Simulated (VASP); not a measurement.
LiCl:

```
CELL_PARAMETERS angstrom
0.00000 2.44816 2.55603
2.55603 0.00000 2.55603
2.55603 2.44816 0.00000
ATOMIC_POSITIONS crystal
Li 0.00000 0.00000 0.00000
Cl 0.50000 0.50000 0.50000
```

This cell differs from its parent crystal: uniaxial y strain -4.2%.

Base run:

- Program: VASP 6.6.1
- Functional: r2SCAN
- Potentials or basis: VASP PAW PBE potentials, release 64 (Li_sv, Cl)
- Cutoff: 520 eV
- k mesh: 8 × 8 × 8
- Occupations: gaussian, width 0.01 eV
- Spin: no spin polarisation

Its results: band gap on the k mesh 7.54 eV, indirect (least direct gap 7.61 eV).

Q: The run is repeated on the same cell with these changes: functional from r2SCAN to PBE; occupations from gaussian, width 0.01 eV to fermi-dirac, width 0.02 eV. What comes out?

A: Band gap on the k mesh 6.62 eV, direct.

A k mesh can miss the band edges.
